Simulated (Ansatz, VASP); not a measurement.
**Two plane-wave programs on MoS**

```
Mo S
1.0
     0.00000    2.44782    2.44782
     2.44782    0.00000    2.44782
     2.44782    2.44782    0.00000
Mo S
1 1
Direct
  0.00000 0.00000 0.00000
  0.50000 0.50000 0.50000
```

Alike in both runs: task single point; functional PBEsol; k mesh 14 × 14 × 14; occupations gaussian, width 0.05 eV; no spin polarisation; Hubbard terms Mo d U = 4.0 eV.

|  | VASP | Ansatz |
| --- | --- | --- |
| version | VASP 6.6.1 | Ansatz 0.2.0 |
| potentials or method | VASP PAW PBE potentials, release 64 (Mo_sv, S), cutoff 520 eV | scalar-relativistic, plane waves, PAW |
| valence electrons in the cell | 20 | 20 |

```csv
,VASP,Ansatz,Ansatz less VASP
gap on the k mesh at the Fermi level (eV),none,none,-
pressure (GPa),4.5,1.7,-2.75
```

VASP's potentials were made for PBE, not for PBEsol. The programs project onto different local orbitals, so the same U acts differently, and such runs can settle in different states. A gap of «none» marks a metal or a gap that the smearing closes. Ansatz's warnings: filled band counts differ across k points.
